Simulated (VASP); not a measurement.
# SnO (P4/nmm) in VASP: a series of runs, part 3 of 3

VASP 6.6.1.

**5. Single point, PBE (strain -1.0%)**

File INCAR:

```
SYSTEM = SnO
PREC = Accurate ; ENCUT = 600
EDIFF = 1E-6 ; ISMEAR = -1
SIGMA = 0.02 ; LREAL = .False.
LASPH = .True. ; NELM = 120
ALGO = Normal ; ISIF = 2
LWAVE = .False. ; LCHARG = .True.
GGA = PE ; LELF = .True.
LVHAR = .True. ; NBANDS = 28
GGA_COMPAT = .False.
```

File KPOINTS:

```
regular mesh
0
Gamma
  6 6 6
  0 0 0
```

File POSCAR:

```
SnO
1.0
    3.7546621811      0.0000000000      0.0000000000
    0.0000000000      3.7546621811      0.0000000000
    0.0000000000      0.0000000000      4.7108033556
Sn O
2 2
Direct
    0.0000000000      0.5000000000      0.2456701158
    0.5000000000      0.0000000000      0.7543298842
    0.5000000000      0.5000000000      0.0000000000
    0.0000000000      0.0000000000      0.0000000000
```

Potentials or basis: VASP PAW PBE potentials, release 64 (Sn_d, O).

The run is started by

```sh
> cat potpaw_PBE.64/Sn_d/POTCAR potpaw_PBE.64/O/POTCAR > POTCAR
> mpirun -np 1 vasp_std > vasp.out
```

OUTCAR:

```text
SYSTEM = SnO
   PREC = Accurate
   ENCUT = 600
   EDIFF = 1E-6
   ISMEAR = -1
   LREAL = .False.
   LASPH = .True.
   NELM = 120
   ISIF = 2
   GGA = PE

 ion  position               nearest neighbor table
   1  0.000  0.500  0.246-   3 2.21   4 2.21   4 2.21   3 2.21   2 3.52   2 3.52   2 3.52   2 3.52
                             2 3.58   2 3.58   2 3.58   2 3.58
   2  0.500  0.000  0.754-   3 2.21   4 2.21   3 2.21   4 2.21   1 3.52   1 3.52   1 3.52   1 3.52
                             1 3.58   1 3.58   1 3.58   1 3.58
   3  0.500  0.500  0.000-   1 2.21   2 2.21   2 2.21   1 2.21
   4  0.000  0.000  0.000-   1 2.21   2 2.21   1 2.21   2 2.21

  LATTYP: Found a simple tetragonal cell.
 ALAT       =     3.7546621811
 C/A-ratio  =     1.2546543812

  Lattice vectors:

 A1 = (   3.7546621811,   0.0000000000,   0.0000000000)
 A2 = (   0.0000000000,   3.7546621811,   0.0000000000)
 A3 = (   0.0000000000,   0.0000000000,   4.7108033556)

Analysis of symmetry for initial positions (statically):
=====================================================================
 Subroutine PRICEL returns:
 Original cell was already a primitive cell.

 Routine SETGRP: Setting up the symmetry group for a
 simple tetragonal supercell.

[... 168 lines left out ...]
  free energy    TOTEN  =       -22.58423412 eV

  energy without entropy =      -22.58380303  energy(sigma->0) =      -22.58401858

 E-fermi :   7.8814     XC(G=0): -10.5566

 val. band max:        7.8592314166   @ k =   0.1667   0.0000   0.0000
 cond. band min:       7.9987174317   @ k =   0.0000   0.0000   0.0000
 fundamental gap:      0.1394860151
 Fermi energy:         7.8813673332

 k-point     1 :       0.0000    0.0000    0.0000
  band No.  band energies     occupation
      1     -14.3058      2.00000
      2     -13.8234      2.00000
      3     -13.8234      2.00000
      4     -13.8167      2.00000
      5     -13.7681      2.00000
      6     -13.7645      2.00000
[... 733 lines left out ...]
     27      17.0466      0.00000
     28      17.0466      0.00000

 [... further k-points ...]
[... 5 lines left out ...]
  --------------------------------------------------------------------------------------
  -------------------------------------------------------------------------------------
  Total        3.4229450      3.4229450      2.4890290      0.0000000      0.0000000      0.0000000
  in kB       82.5797922     82.5797922     60.0487299      0.0000000      0.0000000      0.0000000
  external PRESSURE =      75.0694381 kB  Pullay stress =       0.0000000 kB

 VOLUME and BASIS-vectors are now :
 -----------------------------------------------------------------------------
  energy-cutoff  :      600.00
  volume of cell :       66.41
      direct lattice vectors                 reciprocal lattice vectors
     3.754662181  0.000000000  0.000000000     0.266335545  0.000000000  0.000000000
     0.000000000  3.754662181  0.000000000     0.000000000  0.266335545  0.000000000
     0.000000000  0.000000000  4.710803356     0.000000000  0.000000000  0.212278018

 POSITION                                       TOTAL-FORCE (eV/Angst)
 -----------------------------------------------------------------------------------
      0.00000      1.87733      1.15730        -0.000000      0.000000      0.579914
      1.87733      0.00000      3.55350         0.000000      0.000000     -0.579914
      1.87733      1.87733      0.00000         0.000000     -0.000000      0.000000
      0.00000      0.00000      0.00000        -0.000000      0.000000      0.000000
 -----------------------------------------------------------------------------------
    total drift:                                0.000000      0.000000      0.000000

  FREE ENERGIE OF THE ION-ELECTRON SYSTEM (eV)
  ---------------------------------------------------
  free  energy   TOTEN  =       -22.5842341216 eV

  energy  without entropy=      -22.5838030318  energy(sigma->0) =      -22.58401858
```

stdout:

```text
POSCAR found type information on POSCAR SnO
 POSCAR found :  2 types and       4 ions
 scaLAPACK will be used
 LDA part: xc-table for (Slater+PW92), standard interpolation
 POSCAR, INCAR and KPOINTS ok, starting setup
 FFT: planning ... GRIDC
 FFT: planning ... GRID_SOFT
 FFT: planning ... GRID
 WAVECAR not read
 entering main loop
```

It took 2.4 min on 1 thread of Intel Xeon 8259CL, shared host; peak memory 0.23 GiB.

Results:

* Free energy: -22.5842 eV
* Pressure: 7.5 GPa
* Largest force: 0.580 eV/Å
* Band gap on the k mesh: zero (band 20 reaches 8.00 eV, above the bottom of band 21 at 7.66 eV)

Forces in eV/Å, atoms in the order of the input:
```
Sn   0.000  0.000  0.580
Sn   0.000  0.000 -0.580
O    0.000  0.000  0.000
O    0.000  0.000  0.000
```

Levels at points of the mesh, in eV from the Fermi level:
| k point | band 18 | band 19 | band 20 | band 21 | band 22 | band 23 |
| --- | --- | --- | --- | --- | --- | --- |
| (0.00, 0.00, 0.00) | -3.30 | -3.30 | 0.12 | 2.36 | 4.54 | 4.54 |
| (0.50, 0.00, 0.00) | -5.05 | -2.98 | -2.98 | 3.37 | 3.37 | 5.94 |
| (0.50, 0.50, 0.00) | -2.63 | -1.98 | -1.98 | -0.22 | -0.22 | 4.44 |
| (0.00, 0.00, 0.50) | -3.32 | -2.84 | -2.44 | 1.82 | 2.74 | 2.74 |
| (0.50, 0.00, 0.50) | -5.00 | -1.88 | -1.88 | 2.73 | 2.73 | 5.37 |
| (0.50, 0.50, 0.50) | -2.91 | -2.63 | -2.63 | 2.16 | 2.16 | 4.32 |

Caveat: the cell differs from its parent crystal (strain -1.0%); spin-orbit coupling is left out, which moves the levels of the heavy elements.

**6. Overview**

| level | cell | k mesh | cutoff (eV) | grid for exact exchange (PRECFOCK) | screening parameter | gap on the mesh (eV) | pressure (GPa) | largest force (eV/Å) |
| --- | --- | --- | --- | --- | --- | --- | --- | --- |
| HSE06 | a = 3.755, b = 3.755, c = 4.711 Å, 4 atoms | 4 × 4 × 4 | 520 | Normal | 0.2079 1/Å | none | 2.6 | 0.04 |
| PBE | a = 3.679, b = 3.679, c = 4.616 Å, 4 atoms | 6 × 6 × 6 | 600 | - | - | none | 12.0 | 0.60 |
| PBE | a = 3.717, b = 3.717, c = 4.663 Å, 4 atoms | 6 × 6 × 6 | 600 | - | - | none | 9.8 | 0.60 |
| PBE | a = 3.755, b = 3.755, c = 4.711 Å, 4 atoms | 6 × 6 × 6 | 600 | - | - | none | 7.5 | 0.58 |

Alike in all rows: task single point; potentials or basis VASP PAW PBE potentials, release 64 (Sn_d, O); no spin polarisation; smearing fermi-dirac 0.02 eV.

Caveats: some runs use coarse meshes; spin-orbit coupling is left out, which moves the levels of the heavy elements; the PAW data sets were made with another functional, which shifts forces and pressure a little (some runs).

Total energies depend on the potentials used, so only differences within one code and one set of settings carry meaning.
